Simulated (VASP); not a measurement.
Input of a VASP 6.6.1 run:

File POSCAR:

```
Ti
1.0
    2.8614979246      0.0000000000      0.0000000000
   -1.4307489623      2.4781298956      0.0000000000
    0.0000000000      0.0000000000      4.7562900000
Ti
2
Direct
    0.3333333333      0.6666666667      0.2500000000
    0.6666666667      0.3333333333      0.7500000000
```

The input INCAR.step1:

```
SYSTEM = Ti
ALGO = Normal ; EDIFF = 1E-4
ENCUT = 520 ; GGA = PE
ISMEAR = 0 ; LASPH = .True.
LCHARG = .False. ; LREAL = .False.
LWAVE = .True. ; NBANDS = 19
NELM = 100 ; PREC = Accurate
SIGMA = 0.15
```

The input INCAR.step2:

```
SYSTEM = Ti
ALGO = Normal ; EDIFF = 1E-6
ENCUT = 520 ; ISIF = 2
ISMEAR = 0 ; ISTART = 1
LASPH = .True. ; LCHARG = .True.
LELF = .True. ; LMIXTAU = .True.
LREAL = .False. ; LVHAR = .True.
LWAVE = .False. ; METAGGA = R2SCAN
NBANDS = 19 ; NELM = 100
PREC = Accurate ; SIGMA = 0.15
```

Contents of KPOINTS:

```
k-points
0
Gamma
  18 18 10
  0 0 0
```

Potentials or basis: VASP PAW PBE potentials, release 64 (Ti_sv).

Run with:

```sh
$ cat potpaw_PBE.64/Ti_sv/POTCAR > POTCAR
$ cp INCAR.step1 INCAR
$ mpirun -np 1 vasp_std > vasp.out
$ cp INCAR.step2 INCAR
$ mpirun -np 1 vasp_std > vasp.out
```

(1) Predict the pressure.

(2) Predict the band gap on the k mesh.

Answers

(1) 3.6 GPa.

(2) zero (bands 12 and 13 overlap by 1.06 eV).

Caveat: the cell differs from its parent crystal (strain -0.030 along x and y, +0.015 along z); the stress differs along the axes, from -1 to 6 GPa; the PAW data sets were made with another functional, which shifts forces and pressure a little.
